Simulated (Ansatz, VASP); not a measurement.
# CeO2: VASP beside Ansatz

```
CELL_PARAMETERS angstrom
0.00000 2.71323 2.71323
2.71323 0.00000 2.71323
2.71323 2.71323 0.00000
ATOMIC_POSITIONS crystal
Ce 0.00000 0.00000 0.00000
O 0.25000 0.25000 0.25000
O 0.75000 0.75000 0.75000
```

Alike in both runs: task single point; functional r2SCAN; dispersion D4; k mesh 8 × 8 × 8; occupations gaussian, width 0.05 eV; no spin polarisation.

|  | VASP | Ansatz |
| --- | --- | --- |
| version | VASP 6.6.1 | Ansatz 0.2.0 |
| potentials or method | VASP PAW PBE potentials, release 64 (Ce, O), cutoff 520 eV | scalar-relativistic, plane waves, PAW |
| valence electrons in the cell | 24 | 24 |

```tsv
	VASP	Ansatz	Ansatz less VASP
gap on the k mesh at the Fermi level (eV)	2.18	2.22	+0.041
least direct gap on the mesh (eV)	2.31	2.35	+0.041
pressure (GPa)	-0.2	0.0	+0.24
```

VASP's potentials were made for PBE, not for r2SCAN.

Neither program's run includes spin-orbit coupling.
